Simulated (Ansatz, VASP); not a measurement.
# BaF2 in VASP and in Ansatz

```xyz
3
Lattice="0.0000 3.0972 3.0972 3.0972 0.0000 3.0972 3.0972 3.0972 0.0000" Properties=species:S:1:pos:R:3 pbc="T T T"
Ba    0.0000    0.0000    0.0000
F     1.5486    1.5486    1.5486
F     4.6457    4.6457    4.6457
```

Alike in both runs: task single point; functional PBEsol; k mesh 6 × 6 × 6; no spin polarisation.

|  | VASP | Ansatz |
| --- | --- | --- |
| version | VASP 6.6.1 | Ansatz 0.2.0 |
| potentials or method | VASP PAW PBE potentials, release 64 (Ba_sv, F) | plane waves |
| plane-wave cutoff (eV) | 600 | 420 |
| occupations | methfessel-paxton of order 1, width 0.5 eV | cold, width 0.5 eV |
| valence electrons in the cell | 24 | 24 |

```tsv
	VASP	Ansatz	Ansatz less VASP
gap on the k mesh at the Fermi level (eV)	6.66	6.74	+0.076
pressure (GPa)	-0.7	-1.6	-0.86
```

VASP's potentials were made for PBE, not for PBEsol.

Neither program's run includes spin-orbit coupling.
